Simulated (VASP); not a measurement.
A run of VASP 6.6.1 is set up as follows.

File INCAR:

```
SYSTEM = HfAlO
PREC     = Accurate       ! precision mode
ENCUT    = 520            ! plane-wave cutoff, eV
EDIFF    = 1E-6           ! SCF threshold, eV
ISMEAR   = 0              ! smearing method
SIGMA    = 0.1            ! smearing width, eV
LREAL    = .FALSE.        ! projectors in reciprocal space
LASPH    = .TRUE.         ! aspherical terms in the spheres
NELM     = 100            ! most SCF steps
ALGO     = Normal         ! electronic algorithm
ISIF     = 2              ! what is computed and relaxed
LWAVE    = .FALSE.        ! write WAVECAR
LCHARG   = .FALSE.        ! write CHGCAR
GGA      = PE             ! functional
NBANDS   = 28             ! bands
```

KPOINTS

```
regular mesh
0
G
  12 12 4
  0 0 0
```

File POSCAR:

```
HfAlO
1.0
    3.4942853327      0.0000000000      0.0000000000
   -1.7471426664      3.0261398662      0.0000000000
    0.0000000000      0.0000000000     10.2561814625
Hf Al O
2 2 2
Direct
    0.3333333333      0.6666666667      0.2500000000
    0.6666666667      0.3333333333      0.7500000000
    0.0000000000      0.0000000000      0.5000000000
    0.0000000000      0.0000000000      0.0000000000
    0.6666666667      0.3333333333      0.2500000000
    0.3333333333      0.6666666667      0.7500000000
```

Potentials or basis: VASP PAW PBE potentials, release 64 (Hf_pv, Al, O).

Launch:

```console
$ cat potpaw_PBE.64/Hf_pv/POTCAR potpaw_PBE.64/Al/POTCAR potpaw_PBE.64/O/POTCAR > POTCAR
$ mpirun -np 1 vasp_std > vasp.out
```

**Question.** Predict the band gap on the k mesh.

**Answer.** Zero (band 19 reaches 6.81 eV, above the bottom of band 20 at 3.63 eV).

**Question.** What does it give for the pressure?

**Answer.** -0.9 GPa.

Stress tensor (GPa, compression positive):
```
-1.26  0.00  0.00
 0.00 -1.26  0.00
 0.00  0.00 -0.29
```

Caveat: spin-orbit coupling is left out, which moves the levels of the heavy elements.
